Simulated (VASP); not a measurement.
# NaF (Villiaumite) in VASP: notebook, part 2 of 2

VASP 6.6.1.

## Step 3: Single point, PBE

The input, INCAR:

```
SYSTEM = NaF
ALGO = Normal ; EDIFF = 1E-7
ENCUT = 520 ; GGA = PE
ISIF = 2 ; ISMEAR = 0
LASPH = .True. ; LCHARG = .False.
LREAL = .False. ; LWAVE = .False.
NBANDS = 14 ; NELM = 60
PREC = Accurate ; SIGMA = 0.01
```

The input, KPOINTS:

```
k-points
0
Gamma
  8 8 8
  0 0 0
```

The input, POSCAR:

```
NaF
1.0
    0.0000000000      2.3200000000      2.3200000000
    2.3200000000      0.0000000000      2.3200000000
    2.3200000000      2.3200000000      0.0000000000
Na F
1 1
Direct
   -0.0043103448      0.0043103448     -0.0043103448
    0.5000000000      0.5000000000      0.5000000000
```

Potentials or basis: VASP PAW PBE potentials, release 64 (Na_pv, F).

On the command line:

```console
> cat potpaw_PBE.64/Na_pv/POTCAR potpaw_PBE.64/F/POTCAR > POTCAR
> mpirun -np 1 vasp_std > vasp.out
```

OUTCAR:

```text
SYSTEM = NaF
   EDIFF = 1E-7
   ENCUT = 520
   GGA = PE
   ISIF = 2
   ISMEAR = 0
   LASPH = .True.
   LREAL = .False.
   NELM = 60
   PREC = Accurate

 ion  position               nearest neighbor table
   1  0.996  0.004  0.996-   2 2.30   2 2.32   2 2.32   2 2.32   2 2.32   2 2.34
   2  0.500  0.500  0.500-   1 2.30   1 2.32   1 2.32   1 2.32   1 2.32   1 2.34

  LATTYP: Found a face centered cubic cell.
 ALAT       =     4.6400000000

  Lattice vectors:

 A1 = (   0.0000000000,   2.3200000000,   2.3200000000)
 A2 = (   2.3200000000,   0.0000000000,   2.3200000000)
 A3 = (   2.3200000000,   2.3200000000,   0.0000000000)

Analysis of symmetry for initial positions (statically):
=====================================================================
 Subroutine PRICEL returns:
 Original cell was already a primitive cell.

 Routine SETGRP: Setting up the symmetry group for a
 face centered cubic supercell.

 Subroutine GETGRP returns: Found  8 space group operations
 (whereof  8 operations were pure point group operations)
 out of a pool of 48 trial point group operations.

The static configuration has the point symmetry C_4v.

Analysis of symmetry for dynamics (positions and initial velocities):
=====================================================================
 Subroutine PRICEL returns:
 Original cell was already a primitive cell.

 Routine SETGRP: Setting up the symmetry group for a
 face centered cubic supercell.

 Subroutine GETGRP returns: Found  8 space group operations
 (whereof  8 operations were pure point group operations)
 out of a pool of 48 trial point group operations.

The dynamic configuration has the point symmetry C_4v.

 Subroutine INISYM returns: Found  8 space group operations
 (whereof  8 operations are pure point group operations),
 and found     1 'primitive' translations

----------------------------------------------------------------------------------------

                                     Primitive cell
[... 115 lines left out ...]
   LORBIT       =      0    0 simple, 1 ext, 2 COOP (PROOUT), +10 PAW based schemes
   GGA     = PE    functional components
   LHFCALC =     F    Hartree Fock is set to
   AEXX    =    0.0000 exact exchange contribution
   IVDW    =     0    specifies the selected vdW correction
   LEPSILON=     F    determine dielectric tensor
   LRPA    =     F    only Hartree local field effects (RPA)
 non-spin polarized calculation
 Gauss-broadening in eV      SIGMA  =   0.01
  energy-cutoff  :      520.00
  volume of cell :       24.97
 maximum number of plane-waves:       692
   NGX = 13   NGY = 13   NGZ = 13

 number of electron      13.9999985 magnetization

 Free energy of the ion-electron system (eV)
  ---------------------------------------------------
  ext. energy  EPLUGINS =         0.00000000
  ---------------------------------------------------
  free energy    TOTEN  =        -8.56237076 eV

  energy without entropy =       -8.56237076  energy(sigma->0) =       -8.56237076

 E-fermi :  -2.0356     XC(G=0):  -9.1362

 val. band max:       -2.1011108345   @ k =   0.0000   0.0000   0.0000
 cond. band min:       4.1775177767   @ k =   0.0000   0.0000   0.0000
 fundamental gap:      6.2786286112
 Fermi energy:        -2.0355706171

 k-point     1 :       0.0000    0.0000    0.0000
  band No.  band energies     occupation
      1     -21.2688      2.00000
      2     -21.0590      2.00000
      3     -21.0590      2.00000
      4     -21.0574      2.00000
      5      -2.1011      2.00000
      6      -2.1011      2.00000
      7      -2.1011      2.00000
      8       4.1775      0.00000
      9      16.8480      0.00000
     10      16.8486      0.00000
     11      16.8486      0.00000
     12      19.7023      0.00000
     13      21.8744      0.00000
     14      21.8745      0.00000
[... 377 lines left out ...]
      1     -21.6601      2.00000
      2     -21.1195      2.00000
      3     -21.0913      2.00000
      4     -20.5145      2.00000
      5      -3.3308      2.00000
      6      -2.6677      2.00000
      7      -2.4297      2.00000
      8       9.3344      0.00000
      9      11.0601      0.00000
     10      14.4974      0.00000
     11      17.6599      0.00000
     12      17.7188      0.00000
     13      23.3953      0.00000
     14      24.8213      0.00000

 [... further k-points ...]
[... 5 lines left out ...]
  --------------------------------------------------------------------------------------
  -------------------------------------------------------------------------------------
  Total        0.2813153      0.2889158      0.2813153      0.0000000     -0.0000000      0.0000000
  in kB       18.0472055     18.5348010     18.0472055      0.0000000     -0.0000000      0.0000000
  external PRESSURE =      18.2097374 kB  Pullay stress =       0.0000000 kB

 VOLUME and BASIS-vectors are now :
 -----------------------------------------------------------------------------
  energy-cutoff  :      520.00
  volume of cell :       24.97
      direct lattice vectors                 reciprocal lattice vectors
     0.000000000  2.320000000  2.320000000    -0.215517241  0.215517241  0.215517241
     2.320000000  0.000000000  2.320000000     0.215517241 -0.215517241  0.215517241
     2.320000000  2.320000000  0.000000000     0.215517241  0.215517241 -0.215517241

 POSITION                                       TOTAL-FORCE (eV/Angst)
 -----------------------------------------------------------------------------------
      2.32000      4.62000      2.32000         0.000000      0.047821      0.000000
      2.32000      2.32000      2.32000         0.000000     -0.047821      0.000000
 -----------------------------------------------------------------------------------
    total drift:                                0.000001     -0.000064      0.000002

  FREE ENERGIE OF THE ION-ELECTRON SYSTEM (eV)
  ---------------------------------------------------
  free  energy   TOTEN  =        -8.5623707618 eV

  energy  without entropy=       -8.5623707618  energy(sigma->0) =       -8.56237076
```

OSZICAR:

```text
N       E                     dE             d eps       ncg     rms          rms(c)
DAV:   1     0.106112937346E+03    0.10611E+03   -0.76617E+03  1698   0.122E+03
DAV:   2    -0.408514112254E+01   -0.11020E+03   -0.10256E+03  1784   0.342E+02
DAV:   3    -0.941461757653E+01   -0.53295E+01   -0.53173E+01  2120   0.674E+01
DAV:   4    -0.945832480957E+01   -0.43707E-01   -0.43705E-01  1802   0.645E+00
DAV:   5    -0.945876986730E+01   -0.44506E-03   -0.44506E-03  2132   0.650E-01    0.542E+00
DAV:   6    -0.857041059832E+01    0.88836E+00   -0.30824E+00  1980   0.148E+01    0.182E+00
DAV:   7    -0.856036511284E+01    0.10045E-01   -0.28751E-02  1748   0.203E+00    0.106E+00
DAV:   8    -0.856180675196E+01   -0.14416E-02   -0.28823E-02  1772   0.338E+00    0.148E-01
DAV:   9    -0.856246151606E+01   -0.65476E-03   -0.40173E-03  1958   0.584E-01    0.120E-01
DAV:  10    -0.856237237312E+01    0.89143E-04   -0.73535E-04  1796   0.310E-01    0.149E-02
DAV:  11    -0.856237056473E+01    0.18084E-05   -0.26230E-05  1988   0.722E-02    0.318E-03
DAV:  12    -0.856237096196E+01   -0.39723E-06   -0.14728E-06  1796   0.142E-02    0.206E-03
DAV:  13    -0.856237081364E+01    0.14832E-06   -0.32560E-07  1826   0.485E-03    0.627E-04
DAV:  14    -0.856237076182E+01    0.51822E-07   -0.31448E-08  1222   0.251E-03
   1 F= -.85623708E+01 E0= -.85623708E+01  d E =-.724449E-23
```

stdout:

```text
POSCAR found type information on POSCAR NaF
 POSCAR found :  2 types and       2 ions
 scaLAPACK will be used
 LDA part: xc-table for (Slater+PW92), standard interpolation
 POSCAR, INCAR and KPOINTS ok, starting setup
 FFT: planning ... GRIDC
 FFT: planning ... GRID_SOFT
 FFT: planning ... GRID
 WAVECAR not read
 entering main loop
```

It took 8.2 s on 1 thread of Intel Xeon 6975P-C, shared host; peak memory 0.14 GiB.

Results:

- Free energy: -8.5624 eV
- Pressure: 1.8 GPa
- Largest force: 0.048 eV/Å
- Band gap on the k mesh: 6.28 eV, direct

Forces in eV/Å, atoms in the order of the input:
```
Na   0.000  0.048  0.000
F    0.000 -0.048  0.000
```

Levels at points of the mesh, in eV from the valence-band top:
```tsv
k point	band 3	band 4	band 5	band 6	band 7	band 8	band 9	band 10	band 11	band 12
(0.00, 0.00, 0.00)	-18.96	-18.96	0.00	0.00	0.00	6.28	18.95	18.95	18.95	21.80
(0.50, 0.00, 0.00)	-18.97	-18.19	-1.58	-0.25	-0.25	10.76	12.43	20.07	20.07	22.87
(0.50, 0.50, 0.00)	-19.01	-18.91	-1.27	-0.40	-0.40	13.12	13.29	13.56	19.72	19.72
(0.50, 0.00, 0.50)	-19.01	-18.91	-1.27	-0.40	-0.40	13.12	13.29	13.57	19.72	19.72
```

## Step 4: Single point, PBE

The input, INCAR:

```
  PREC = Accurate
  ENCUT = 520
  EDIFF = 1E-6
  ISMEAR = 0
  SIGMA = 0.01
  LREAL = False
  LASPH = True
  NELM = 100
  ALGO = Normal
  ISIF = 2
  LWAVE = False
  LCHARG = False
  GGA = PE
  NBANDS = 14
```

The input, KPOINTS:

```
regular mesh
0
Gamma
  8 8 8
```

Edit POSCAR of step 3 so:

```diff
@@ -8,3 +8,3 @@
 Direct
-   -0.0043103448      0.0043103448     -0.0043103448
+   -0.0021551724      0.0021551724     -0.0021551724
     0.5000000000      0.5000000000      0.5000000000
```

On the command line:

```console
> cat potpaw_PBE.64/Na_pv/POTCAR potpaw_PBE.64/F/POTCAR > POTCAR
> mpirun -np 1 vasp_std > vasp.out
```

Wall time 7 s (1 thread of Intel Xeon 6975P-C, shared host); peak memory 0.14 GiB.

Results (log left out):

| Property | Result |
| --- | --- |
| Free energy | -8.5627 eV |
| Pressure | 1.8 GPa |
| Largest force | 0.024 eV/Å |
| Band gap on the k mesh | 6.28 eV, direct |

Forces on the atoms (eV/Å):
```
Na   0.000  0.024  0.000
F    0.000 -0.024  0.000
```

Levels at points of the mesh, in eV from the valence-band top:
| k point | band 3 | band 4 | band 5 | band 6 | band 7 | band 8 | band 9 | band 10 | band 11 | band 12 |
| --- | --- | --- | --- | --- | --- | --- | --- | --- | --- | --- |
| (0.00, 0.00, 0.00) | -18.96 | -18.96 | 0.00 | 0.00 | 0.00 | 6.28 | 18.95 | 18.95 | 18.95 | 21.80 |
| (0.50, 0.00, 0.00) | -18.97 | -18.19 | -1.58 | -0.25 | -0.25 | 10.76 | 12.43 | 20.07 | 20.07 | 22.87 |
| (0.50, 0.50, 0.00) | -19.01 | -18.92 | -1.27 | -0.40 | -0.40 | 13.12 | 13.29 | 13.56 | 19.72 | 19.72 |
| (0.50, 0.00, 0.50) | -19.01 | -18.92 | -1.27 | -0.40 | -0.40 | 13.12 | 13.29 | 13.57 | 19.72 | 19.72 |
